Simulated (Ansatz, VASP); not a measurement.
# NaCl: VASP beside Ansatz

File INCAR:

```
SYSTEM = NaCl
PREC = Accurate
ENCUT = 500
EDIFF = 1E-6
ISMEAR = 0
SIGMA = 0.2
LREAL = .False.
LASPH = .True.
NELM = 120
ALGO = Normal
ISIF = 2
LWAVE = .False.
LCHARG = .False.
GGA = PS
NBANDS = 14
GGA_COMPAT = .False.
```

KPOINTS

```
Automatic mesh
0
Gamma
  6 6 6
  0 0 0
```

File POSCAR:

```
NaCl
1.0
    0.0000000000      2.8026988074      2.8026988074
    2.8026988074      0.0000000000      2.8026988074
    2.8026988074      2.8026988074      0.0000000000
Na Cl
1 1
Direct
    0.0000000000      0.0000000000      0.0000000000
    0.5000000000      0.5000000000      0.5000000000
```

Input for Ansatz:

```yaml
crystal:
  lattice:
    - [0.0, 2.8026988074, 2.8026988074]
    - [2.8026988074, 0.0, 2.8026988074]
    - [2.8026988074, 2.8026988074, 0.0]
  atoms:
    - { symbol: Na, position: [0.0, 0.0, 0.0] }
    - { symbol: Cl, position: [0.5, 0.5, 0.5] }
kpoints:
  mp_grid: { grid: [6, 6, 6] }
hamiltonian:
  xc: pbesol
scf:
  occupations: { method: gaussian, width: 0.2 }
  n_extra_bands: 4
output:
  forces: true
  stress: true
  eigenvalues: true
```

Alike in both runs: task single point; functional PBEsol; k mesh 6 × 6 × 6; occupations gaussian, width 0.2 eV; no spin polarisation.

|  | VASP | Ansatz |
| --- | --- | --- |
| version | VASP 6.6.1 | Ansatz 0.2.0 |
| potentials or method | VASP PAW PBE potentials, release 64 (Na_pv, Cl) | plane waves |
| plane-wave cutoff (eV) | 500 | 420 |
| valence electrons in the cell | 14 | 16 |

```csv
,VASP,Ansatz,Ansatz less VASP
gap on the k mesh at the Fermi level (eV),5.00,5.00,+0.004
pressure (GPa),0.0,0.0,0.00
```

VASP's potentials were made for PBE, not for PBEsol. VASP's potentials hold 14 valence electrons a cell and Ansatz's 16, so a difference there can come from the potentials and not from the codes.
